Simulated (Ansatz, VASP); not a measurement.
# Two plane-wave programs on GaP

File INCAR:

```
PREC     = Accurate       # precision mode
ENCUT    = 500            # plane-wave cutoff, eV
EDIFF    = 1E-6           # SCF threshold, eV
ISMEAR   = 0              # smearing method
SIGMA    = 0.1            # smearing width, eV
LREAL    = False          # projectors in reciprocal space
LASPH    = True           # aspherical terms in the spheres
NELM     = 120            # most SCF steps
ALGO     = Normal         # electronic algorithm
ISIF     = 2              # what is computed and relaxed
LWAVE    = False          # write WAVECAR
LCHARG   = True           # write CHGCAR
GGA      = PE             # functional
LELF     = True           # ELF
LVHAR    = True         
NBANDS   = 16             # bands
GGA_COMPAT= False
```

The input KPOINTS:

```
regular mesh
0
Gamma
  6 6 6
```

POSCAR

```
GaP
1.0
    0.0000000000      2.7200000000      2.7200000000
    2.7200000000      0.0000000000      2.7200000000
    2.7200000000      2.7200000000      0.0000000000
Ga P
1 1
Direct
    0.0000000000      0.0000000000      0.0000000000
    0.2500000000      0.2500000000      0.2500000000
```

Input for Ansatz:

```yaml
crystal:
  lattice:
    - [0.0, 2.72, 2.72]
    - [2.72, 0.0, 2.72]
    - [2.72, 2.72, 0.0]
  atoms:
    - { symbol: Ga, position: [0.0, 0.0, 0.0] }
    - { symbol: P, position: [0.25, 0.25, 0.25] }
basis:
  ecutwfc: 420
kpoints:
  mp_grid: { grid: [6, 6, 6] }
hamiltonian:
  xc: pbe
  pseudopotentials: { kind: paw, azcp: { folder: soft_1 } }
scf:
  occupations: { method: gaussian, width: 0.1 }
output:
  forces: true
  stress: true
  eigenvalues: true
```

Alike in both runs: task single point; functional PBE; k mesh 6 × 6 × 6; occupations gaussian, width 0.1 eV; no spin polarisation.

|  | VASP | Ansatz |
| --- | --- | --- |
| version | VASP 6.6.1 | Ansatz 0.2.0 |
| potentials or method | VASP PAW PBE potentials, release 64 (Ga_d, P), cutoff 500 eV | scalar-relativistic, plane waves, PAW |
| valence electrons in the cell | 18 | 18 |

```tsv
	VASP	Ansatz	Ansatz less VASP
gap on the k mesh at the Fermi level (eV)	1.64	1.64	0.000
least direct gap on the mesh (eV)	1.87	1.88	+0.003
pressure (GPa)	3.0	3.1	+0.12
```
